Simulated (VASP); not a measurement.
Here is a VASP 6.6.1 calculation.

File INCAR:

```
PREC = Accurate
ENCUT = 520
EDIFF = 1E-6
ISMEAR = 0
SIGMA = 0.1
LREAL = Auto
LASPH = True
NELM = 60
ALGO = Normal
ISIF = 2
LWAVE = False
LCHARG = True
GGA = PE
LELF = True
LVHAR = True
NBANDS = 30
```

Contents of KPOINTS:

```
regular mesh
0
Gamma
  4 4 3
```

POSCAR

```
Be16H
1.0
   -2.2900000000     -3.9663960000      0.0000000000
    3.4350000000     -1.9831980000      0.0000000000
    0.0000000000      0.0000000000      7.1768600000
Be H
16 1
Direct
    0.7500622108      0.5077456952     -0.0041469389
    0.4906158606      0.3382018401      0.2537357563
    0.7499005946      0.4951998142      0.5028938840
    0.4979892422      0.3344484322      0.7500565707
    0.4907848751     -0.0044499668     -0.0038965509
    0.2496025219      0.8284788283      0.2512998721
    0.4980178886     -0.0011446973      0.4995867273
    0.2498842733      0.8297598212      0.7472958926
    0.2495916388      0.5053210634     -0.0013354029
    0.0095422452      0.3378546554      0.2537077496
    0.2499012042      0.5041437431      0.5026937965
    0.0017440026      0.3345911982      0.7500803973
    0.0093197300     -0.0040095541     -0.0038254891
    0.7500648085      0.8242731911      0.2540018894
    0.0017029854     -0.0012876750      0.4995836619
    0.7499063888      0.8376144485      0.7467995753
    0.7465080767      0.1649282374      0.1234315564
```

Potentials or basis: VASP PAW PBE potentials, release 64 (Be, H).

The run is started by

```bash
$ cat potpaw_PBE.64/Be/POTCAR potpaw_PBE.64/H/POTCAR > POTCAR
$ mpirun -np 1 vasp_std > vasp.out
```

(1) Estimate the band gap on the k mesh.

(2) What does it give for the largest force?

Answers

(1) zero (an odd number of electrons rules out a gap without spin polarisation).

(2) 0.035 eV/Å.

Caveat: the k points lie up to 0.40 Å⁻¹ apart, too coarse for converged energies and pressures of a metal.
